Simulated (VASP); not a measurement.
# Ge (P4_32_12) in VASP: single point with PBEsol

Aim: the single point of Ge with PBEsol.

Program: VASP 6.6.1. These are calculated values, not measurements. Logs are shortened: lines on timing, memory, paths and dates and some standing lists are left out, and cuts for length are marked.

## Step 1: The cell of the first run

It takes space group P4_32_12 (No. 96, tetragonal). Conventional cell: a = 5.937 Å, b = 5.937 Å, c = 7.081 Å, α = 90.00°, β = 90.00°, γ = 90.00°. Ge (site symmetry 2) has 4 Ge at 2.48 Å within 3.3 Å. Ge (site symmetry 1) has 4 Ge at 2.48 to 2.51 Å within 3.3 Å.

## Step 2: Single point, PBEsol

INCAR

```
SYSTEM = Ge
PREC     = Accurate       ! precision mode
ENCUT    = 520            ! plane-wave cutoff, eV
EDIFF    = 1E-6           ! SCF threshold, eV
ISMEAR   = 0              ! smearing method
SIGMA    = 0.1            ! smearing width, eV
LREAL    = .False.        ! projectors in reciprocal space
LASPH    = .True.         ! aspherical terms in the spheres
NELM     = 100            ! most SCF steps
ALGO     = Normal         ! electronic algorithm
ISIF     = 2              ! what is computed and relaxed
LWAVE    = .False.        ! write WAVECAR
LCHARG   = .True.         ! write CHGCAR
GGA      = PS             ! functional
LELF     = .True.         ! ELF
LVHAR    = .True.       
NBANDS   = 96             ! bands
```

KPOINTS

```
Automatic mesh
0
Gamma
  4 4 4
  0 0 0
```

POSCAR

```
Ge
1.0
    5.9372086600      0.0000000000      0.0000000000
    0.0000000000      5.9372086600      0.0000000000
    0.0000000000      0.0000000000      7.0806530000
Ge
12
Direct
    0.0856035700      0.0856035700      0.0000000000
    0.4143964300      0.5856035700      0.7500000000
    0.5856035700      0.4143964300      0.2500000000
    0.9143964300      0.9143964300      0.5000000000
    0.1694391000      0.3720959400      0.2454362400
    0.1279040600      0.6694391000      0.9954362400
    0.8720959400      0.3305609000      0.4954362400
    0.6694391000      0.1279040600      0.0045637600
    0.3305609000      0.8720959400      0.5045637600
    0.8305609000      0.6279040600      0.7454362400
    0.3720959400      0.1694391000      0.7545637600
    0.6279040600      0.8305609000      0.2545637600
```

Potentials or basis: VASP PAW PBE potentials, release 64 (Ge_d).

On the command line:

```sh
> cat potpaw_PBE.64/Ge_d/POTCAR > POTCAR
> mpirun -np 1 vasp_std > vasp.out
```

OUTCAR:

```text
SYSTEM = Ge
   PREC = Accurate
   ENCUT = 520
   EDIFF = 1E-6
   ISMEAR = 0
   LREAL = .False.
   LASPH = .True.
   NELM = 100
   ISIF = 2
   GGA = PS

 ion  position               nearest neighbor table
   1  0.086  0.086  0.000-   5 2.48  11 2.48   8 2.48   6 2.48
   2  0.414  0.586  0.750-   6 2.48   9 2.48  10 2.48  11 2.48
   3  0.586  0.414  0.250-   7 2.48   8 2.48   5 2.48  12 2.48
   4  0.914  0.914  0.500-  10 2.48  12 2.48   7 2.48   9 2.48
   5  0.169  0.372  0.245-   1 2.48   3 2.48   6 2.51   7 2.51
   6  0.128  0.669  0.995-   2 2.48   1 2.48   5 2.51  10 2.51
   7  0.872  0.331  0.495-   3 2.48   4 2.48   5 2.51  10 2.51
   8  0.669  0.128  0.005-   3 2.48   1 2.48  11 2.51  12 2.51
   9  0.331  0.872  0.505-   2 2.48   4 2.48  11 2.51  12 2.51
  10  0.831  0.628  0.745-   4 2.48   2 2.48   6 2.51   7 2.51
  11  0.372  0.169  0.755-   1 2.48   2 2.48   8 2.51   9 2.51
  12  0.628  0.831  0.255-   4 2.48   3 2.48   8 2.51   9 2.51

  LATTYP: Found a simple tetragonal cell.
 ALAT       =     5.9372086600
 C/A-ratio  =     1.1925895493

  Lattice vectors:

 A1 = (   5.9372086600,   0.0000000000,   0.0000000000)
 A2 = (   0.0000000000,   5.9372086600,   0.0000000000)
 A3 = (   0.0000000000,   0.0000000000,   7.0806530000)

Analysis of symmetry for initial positions (statically):
=====================================================================
 Subroutine PRICEL returns:
 Original cell was already a primitive cell.

 Routine SETGRP: Setting up the symmetry group for a
 simple tetragonal supercell.

 Subroutine GETGRP returns: Found  8 space group operations
 (whereof  2 operations were pure point group operations)
 out of a pool of 16 trial point group operations.

The static configuration has the point symmetry C_2 .
 The point group associated with its full space group is D_4 .

Analysis of symmetry for dynamics (positions and initial velocities):
=====================================================================
 Subroutine PRICEL returns:
 Original cell was already a primitive cell.

 Routine SETGRP: Setting up the symmetry group for a
 simple tetragonal supercell.

 Subroutine GETGRP returns: Found  8 space group operations
 (whereof  2 operations were pure point group operations)
 out of a pool of 16 trial point group operations.

The dynamic configuration has the point symmetry C_2 .
 The point group associated with its full space group is D_4 .

 Subroutine INISYM returns: Found  8 space group operations
 (whereof  2 operations are pure point group operations),
 and found     1 'primitive' translations

----------------------------------------------------------------------------------------

                                     Primitive cell

  volume of cell :     249.5962

  direct lattice vectors                    reciprocal lattice vectors
     5.937208660  0.000000000  0.000000000     0.168429317  0.000000000  0.000000000
     0.000000000  5.937208660  0.000000000     0.000000000  0.168429317  0.000000000
     0.000000000  0.000000000  7.080653000     0.000000000  0.000000000  0.141229912

  length of vectors
     5.937208660  5.937208660  7.080653000     0.168429317  0.168429317  0.141229912

  position of ions in fractional coordinates (direct lattice)
     0.085603570  0.085603570  0.000000000
     0.414396430  0.585603570  0.750000000
     0.585603570  0.414396430  0.250000000
     0.914396430  0.914396430  0.500000000
     0.169439100  0.372095940  0.245436240
     0.127904060  0.669439100  0.995436240
     0.872095940  0.330560900  0.495436240
     0.669439100  0.127904060  0.004563760
     0.330560900  0.872095940  0.504563760
     0.830560900  0.627904060  0.745436240
     0.372095940  0.169439100  0.754563760
     0.627904060  0.830560900  0.254563760

  ion indices of the primitive-cell ions
   primitive index   ion index
                 1           1
                 2           2
                 3           3
                 4           4
                 5           5
                 6           6
                 7           7
                 8           8
                 9           9
                10          10
                11          11
                12          12

----------------------------------------------------------------------------------------

 KPOINTS: Automatic mesh

Automatic generation of k-mesh.
 Grid dimensions read from file:
 generate k-points for:    4    4    4

 Generating k-lattice:

  Cartesian coordinates                     Fractional coordinates (reciprocal lattice)
     0.042107329  0.000000000  0.000000000     0.250000000  0.000000000  0.000000000
     0.000000000  0.042107329  0.000000000     0.000000000  0.250000000  0.000000000
     0.000000000  0.000000000  0.035307478     0.000000000  0.000000000  0.250000000

  Length of vectors
     0.042107329  0.042107329  0.035307478

  Shift w.r.t. Gamma in fractional coordinates (k-lattice)
     0.000000000  0.000000000  0.000000000

 Subroutine IBZKPT returns following result:
 ===========================================

 Found     18 irreducible k-points:

 Following reciprocal coordinates:
            Coordinates               Weight
  0.000000  0.000000  0.000000      1.000000
  0.250000  0.000000  0.000000      4.000000
  0.500000  0.000000  0.000000      2.000000
  0.250000  0.250000  0.000000      4.000000
  0.500000  0.250000  0.000000      4.000000
  0.500000  0.500000  0.000000      1.000000
[... 10 lines left out ...]
  0.500000  0.250000  0.500000      4.000000
  0.500000  0.500000  0.500000      1.000000
   k-points           NKPTS =     18   k-points in BZ     NKDIM =     18   number of bands    NBANDS=     96
   number of dos      NEDOS =    301   number of ions     NIONS =     12
   total plane-waves  NPLWV = 124416
   dimension x,y,z NGX =    48 NGY =   48 NGZ =   54
   dimension x,y,z NGXF=    96 NGYF=   96 NGZF=  108
   ions per type =              12
   NGX,Y,Z   is equivalent  to a cutoff of  13.44, 13.44, 12.68 a.u.
   NGXF,Y,Z  is equivalent  to a cutoff of  26.88, 26.88, 25.36 a.u.
 SYSTEM =  Ge
   PREC   = accura    normal or accurate (medium, high low for compatibility)
   ISTART =      0    job   : 0-new  1-cont  2-samecut
   ICHARG =      2    charge: 1-file 2-atom 10-const
   ISPIN  =      1    spin polarized calculation?
   LNONCOLLINEAR =      F non collinear calculations
   LSORBIT =      F    spin-orbit coupling
   LASPH  =      T    aspherical Exc in radial PAW
   ENCUT  =  520.0 eV  38.22 Ry    6.18 a.u.  11.04 11.04 13.17*2*pi/ulx,y,z
   NELM   =    100;   NELMIN=  2; NELMDL= -5     # of ELM steps
   EDIFF  = 0.1E-05   stopping-criterion for ELM
   LREAL  =      F    real-space projection
   EDIFFG = 0.1E-04   stopping-criterion for IOM
   NSW    =      0    number of steps for IOM
   IBRION =     -1    ionic relax: 0-MD 1-quasi-New 2-CG
   NFREE  =      0    steps in history (QN), initial steepest desc. (CG)
   ISIF   =      2    stress and relaxation
   ISYM   =      2    0-nonsym 1-usesym 2-fastsym
   POTIM  = 0.5000    time-step for ionic-motion
   TEBEG  =    0.0;   TEEND  =   0.0 temperature during run
   PSTRESS=    0.0 pullay stress
   NELECT =     168.0000    total number of electrons
   NUPDOWN=      -1.0000    fix difference up-down
   EMIN   =  10.00;   EMAX   =-10.00  energy-range for DOS
   EFERMI =   0.00;   METHOD = LEGACY
   ISMEAR =     0;   SIGMA  =   0.10  broadening in eV -4-tet -1-fermi 0-gaus
   EFERMI_NEDOS =   21; number of points for ismear=-14 and -15
   IALGO  =     38    algorithm
   IMIX   =      4    mixing-type and parameters
     AMIX     =   0.40;   BMIX     =  1.00
     AMIX_MAG =   1.60;   BMIX_MAG =  1.00
  volume/ion in A,a.u.               =      20.80       140.36
  Fermi-wavevector in a.u.,A,eV,Ry     =   1.434714  2.711216 28.006283  2.058404
  Thomas-Fermi vector in A             =   2.554092
   LORBIT       =      0    0 simple, 1 ext, 2 COOP (PROOUT), +10 PAW based schemes
   GGA     = PS    functional components
   LHFCALC =     F    Hartree Fock is set to
   AEXX    =    0.0000 exact exchange contribution
   IVDW    =     0    specifies the selected vdW correction
   LEPSILON=     F    determine dielectric tensor
   LRPA    =     F    only Hartree local field effects (RPA)
 non-spin polarized calculation
 Gauss-broadening in eV      SIGMA  =   0.10
  energy-cutoff  :      520.00
  volume of cell :      249.60
 maximum number of plane-waves:      6808
 NGX is ok and might be reduce to    48
   NGX = 23   NGY = 23   NGZ = 27

 number of electron     167.9999986 magnetization

 Free energy of the ion-electron system (eV)
  ---------------------------------------------------
  ext. energy  EPLUGINS =         0.00000000
  ---------------------------------------------------
  free energy    TOTEN  =       -57.92572021 eV

  energy without entropy =      -57.92572021  energy(sigma->0) =      -57.92572021

 E-fermi :   5.3963     XC(G=0): -10.7180

 val. band max:        4.8982749088   @ k =   0.5000   0.0000   0.0000
 cond. band min:       5.8305009741   @ k =   0.0000   0.0000   0.5000
 fundamental gap:      0.9322260653
 Fermi energy:         5.3962533456

 k-point     1 :       0.0000    0.0000    0.0000
  band No.  band energies     occupation
      1     -19.2637      2.00000
      2     -19.2358      2.00000
      3     -19.2358      2.00000
      4     -19.2203      2.00000
      5     -19.2137      2.00000
      6     -19.2137      2.00000
[... 88 lines left out ...]
     95       9.8129      0.00000
     96       9.8129      0.00000

 k-point     2 :       0.2500    0.0000    0.0000
  band No.  band energies     occupation
      1     -19.2577      2.00000
      2     -19.2381      2.00000
      3     -19.2329      2.00000
      4     -19.2290      2.00000
      5     -19.2159      2.00000
      6     -19.2148      2.00000
[... 1672 lines left out ...]
     95       9.0832      0.00000
     96       9.0832      0.00000

------------------------ aborting loop because EDIFF is reached ----------------------------------------

  FORCE on cell =-STRESS in cart. coord.  units (eV):
  Direction    XX          YY          ZZ          XY          YZ          ZX
  --------------------------------------------------------------------------------------
  -------------------------------------------------------------------------------------
  Total       -0.4967787     -0.4967787     -0.3331408      0.0000000      0.0000000      0.0000000
  in kB       -3.1888609     -3.1888609     -2.1384568      0.0000000      0.0000000      0.0000000
  external PRESSURE =      -2.8387262 kB  Pullay stress =       0.0000000 kB

 VOLUME and BASIS-vectors are now :
 -----------------------------------------------------------------------------
  energy-cutoff  :      520.00
  volume of cell :      249.60
      direct lattice vectors                 reciprocal lattice vectors
     5.937208660  0.000000000  0.000000000     0.168429317  0.000000000  0.000000000
     0.000000000  5.937208660  0.000000000     0.000000000  0.168429317  0.000000000
     0.000000000  0.000000000  7.080653000     0.000000000  0.000000000  0.141229912

 POSITION                                       TOTAL-FORCE (eV/Angst)
 -----------------------------------------------------------------------------------
      0.50825      0.50825      0.00000         0.010742      0.010742     -0.000000
      2.46036      3.47685      5.31049        -0.010742      0.010742     -0.000000
      3.47685      2.46036      1.77016         0.010742     -0.010742     -0.000000
      5.42896      5.42896      3.54033        -0.010742     -0.010742     -0.000000
      1.00600      2.20921      1.73785        -0.038267     -0.012533      0.098781
      0.75939      3.97460      7.04834         0.012533     -0.038267      0.098781
      5.17782      1.96261      3.50801        -0.012533      0.038267      0.098781
      3.97460      0.75939      0.03231        -0.038267      0.012533     -0.098781
      1.96261      5.17782      3.57264         0.038267     -0.012533     -0.098781
      4.93121      3.72800      5.27818         0.038267      0.012533      0.098781
      2.20921      1.00600      5.34280        -0.012533     -0.038267     -0.098781
      3.72800      4.93121      1.80248         0.012533      0.038267     -0.098781
 -----------------------------------------------------------------------------------
    total drift:                               -0.000001      0.000001     -0.000000

  FREE ENERGIE OF THE ION-ELECTRON SYSTEM (eV)
  ---------------------------------------------------
  free  energy   TOTEN  =       -57.9257202097 eV

  energy  without entropy=      -57.9257202097  energy(sigma->0) =      -57.92572021
```

Run time: 8.2 min. Hardware: 1 thread of Intel Xeon Platinum 8259CL at 2.50GHz (Skylake/Cascade Lake), shared host; peak memory 0.48 GiB.

Results:

```yaml
Free_energy: -57.9257 eV
Pressure: -0.3 GPa
Largest_force: 0.107 eV/Å
Band_gap_on_the_k_mesh: 0.93 eV, indirect (least direct gap 1.24 eV)
```

Forces in eV/Å, atoms in the order of the input:
```
Ge   0.011  0.011  0.000
Ge  -0.011  0.011  0.000
Ge   0.011 -0.011  0.000
Ge  -0.011 -0.011  0.000
Ge  -0.038 -0.013  0.099
Ge   0.013 -0.038  0.099
Ge  -0.013  0.038  0.099
Ge  -0.038  0.013 -0.099
Ge   0.038 -0.013 -0.099
Ge   0.038  0.013  0.099
Ge  -0.013 -0.038 -0.099
Ge   0.013  0.038 -0.099
```

Caveat: the PAW data sets were made with another functional, which shifts forces and pressure a little. A k mesh can miss the band edges.
